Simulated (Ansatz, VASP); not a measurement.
**MnRh: VASP beside Ansatz**

The input INCAR:

```
SYSTEM = MnRh
PREC = Accurate
ENCUT = 520
EDIFF = 1E-6
ISMEAR = -1
SIGMA = 0.1
LREAL = .FALSE.
LASPH = .TRUE.
NELM = 150
ALGO = Normal
ISIF = 2
LWAVE = .FALSE.
LCHARG = .TRUE.
ISPIN = 2
MAGMOM = 4 0
LORBIT = 11
LMAXMIX = 4
GGA = PS
LELF = .TRUE.
LVHAR = .TRUE.
NBANDS = 25
```

File KPOINTS:

```
Automatic mesh
0
G
  9 9 9
  0 0 0
```

File POSCAR:

```
MnRh
1.0
    3.0741405740      0.0000000000      0.0000000000
    0.0000000000      3.0741405740      0.0000000000
    0.0000000000      0.0000000000      3.0741405740
Mn Rh
1 1
Direct
    0.0000000000      0.0000000000      0.0000000000
    0.5000000000      0.5000000000      0.5000000000
```

Input for Ansatz:

```yaml
crystal:
  lattice:
    - [3.074140574048081, 0.0, 0.0]
    - [0.0, 3.074140574048081, 0.0]
    - [0.0, 0.0, 3.074140574048081]
  atoms:
    - { symbol: Mn, position: [0.0, 0.0, 0.0], spin: 4.0 }
    - { symbol: Rh, position: [0.5, 0.5, 0.5] }
kpoints:
  mp_grid:
    grid: [9, 9, 9]
hamiltonian:
  xc: pbesol
  pseudopotentials:
    kind: all_electron
    lapw: {}
magnetization:
  spin_polarized: true
scf:
  occupations:
    method: fermi_dirac
    width: 0.1
```

Alike in both runs: task single point; functional PBEsol; k mesh 9 × 9 × 9; occupations fermi-dirac, width 0.1 eV; collinear spin.

|  | VASP | Ansatz |
| --- | --- | --- |
| version | VASP 6.6.1 | Ansatz 0.2.0 |
| potentials or method | VASP PAW PBE potentials, release 64 (Mn_pv, Rh_pv), cutoff 520 eV | all-electron (LAPW or listed datasets) |

```csv
,VASP,Ansatz,Ansatz less VASP
net moment per atom (μB),2.05,2.04,-0.002
size of the moment on the site where the two differ most (μB),3.53,3.58,+0.051
```

VASP's potentials were made for PBE, not for PBEsol. Site moments also hang on the region over which each program counts them. Ansatz ran all-electron here, and VASP with PAW potentials.
